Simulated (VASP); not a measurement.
Wanted: the native input for a VASP 6.6.1 run.

| Quantity | Value |
| --- | --- |
| Task | single point |
| Functional | PBE-based screened hybrid with 25 % exact exchange |
| Potentials or basis | VASP PAW PBE potentials, release 64 (Sb) |
| Cutoff | 520 eV |
| k mesh | 4 × 4 × 4 |
| Occupations | fermi-dirac, width 0.05 eV |
| Spin | no spin polarisation |
| Dipole correction | no |
| Grid for exact exchange (PRECFOCK) | Normal |
| Share of exact exchange | 0.25 |
| Further INCAR settings | ALGO = Normal; EDIFF = 1e-06; NBANDS = 12 |
| Screening parameter | 0.2 1/Å |

Sb:

```
Sb
1.0
     2.15420    1.24373    3.75800
    -2.15420    1.24373    3.75800
     0.00000   -2.48746    3.75800
Sb
2
Direct
  0.76651 0.76651 0.76651
  0.23349 0.23349 0.23349
```

One way to write it, as run:

POSCAR

```
Sb
1.0
    2.1542000000      1.2437279499      3.7580000000
   -2.1542000000      1.2437279499      3.7580000000
    0.0000000000     -2.4874558998      3.7580000000
Sb
2
Direct
    0.7665100000      0.7665100000      0.7665100000
    0.2334900000      0.2334900000      0.2334900000
```

INCAR.step1

```
SYSTEM = Sb
PREC = Accurate
ENCUT = 520
EDIFF = 1E-5
ISMEAR = -1
SIGMA = 0.05
LREAL = .False.
LASPH = .True.
NELM = 100
ALGO = Normal
ISIF = 2
LWAVE = .True.
GGA = PE
NBANDS = 12
```

INCAR.step2

```
SYSTEM = Sb
PREC = Accurate
ENCUT = 520
EDIFF = 1E-6
ISMEAR = -1
SIGMA = 0.05
LREAL = .False.
LASPH = .True.
NELM = 100
ALGO = Normal
ISIF = 2
LWAVE = .False.
LCHARG = .True.
GGA = PE
LHFCALC = .True.
AEXX = 0.25
HFSCREEN = 0.2
PRECFOCK = Normal
LELF = .True.
LVHAR = .True.
ISTART = 1
NBANDS = 12
```

KPOINTS

```
Automatic mesh
0
Gamma
  4 4 4
  0 0 0
```

Potentials or basis: VASP PAW PBE potentials, release 64 (Sb).

The run is started by

```sh
$ cat potpaw_PBE.64/Sb/POTCAR > POTCAR
$ cp INCAR.step1 INCAR
$ mpirun -np 1 vasp_std > vasp.out
$ cp INCAR.step2 INCAR
$ mpirun -np 1 vasp_std > vasp.out
```

Results of the run:

```
Pressure      : -0.2 GPa
Largest force : 0.410 eV/Å
```

Caveat: the k points lie up to 0.44 Å⁻¹ apart; the PAW data sets were made with another functional, which shifts forces and pressure a little.

It took 9.6 min on 1 thread of AMD EPYC 7R13 Processor (Zen 3) (shared host), peak memory 0.28 GiB.
